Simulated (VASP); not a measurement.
A run of VASP 6.6.1 is set up as follows.

Contents of INCAR:

```
ALGO = Normal
EDIFF = 1E-7
ENCUT = 520
GGA = PE
ISIF = 2
ISMEAR = -1
LASPH = T
LCHARG = F
LREAL = F
LWAVE = F
NBANDS = 64
NELM = 60
PREC = Accurate
SIGMA = 0.05
```

File KPOINTS:

```
k-points
0
Gamma
  7 7 1
```

File POSCAR:

```
WS2
1.0
    3.0550381965      0.0000000000      0.0000000000
   -1.5275190982      2.6457406877      0.0000000000
    0.0000000000      0.0000000000     22.3804943961
W S
4 8
Direct
    0.3333333333      0.6666666667      0.6249986661
    0.3333333333      0.6666666667      0.1250006478
    0.6666666667      0.3333333333      0.8749993522
    0.6666666667      0.3333333333      0.3750013339
    0.3333333333      0.6666666667      0.9457811418
    0.3333333333      0.6666666667      0.4457831618
    0.6666666667      0.3333333333      0.6957805046
    0.6666666667      0.3333333333      0.1957824064
    0.3333333333      0.6666666667      0.8042175936
    0.3333333333      0.6666666667      0.3042194954
    0.6666666667      0.3333333333      0.5542168382
    0.6666666667      0.3333333333      0.0542188582
```

Potentials or basis: VASP PAW PBE potentials, release 64 (W_sv, S).

Launch:

```console
$ cat potpaw_PBE.64/W_sv/POTCAR potpaw_PBE.64/S/POTCAR > POTCAR
$ mpirun -np 1 vasp_std > vasp.out
```

Problem. Predict the band gap on the k mesh.

Solution. 0.47 eV.

Problem. Estimate the pressure.

Solution. 20.0 GPa.

Caveat: the cell stands under pressure; spin-orbit coupling is left out, which moves the levels of the heavy elements; an odd mesh through Γ misses points on the zone boundary, where band edges can lie.
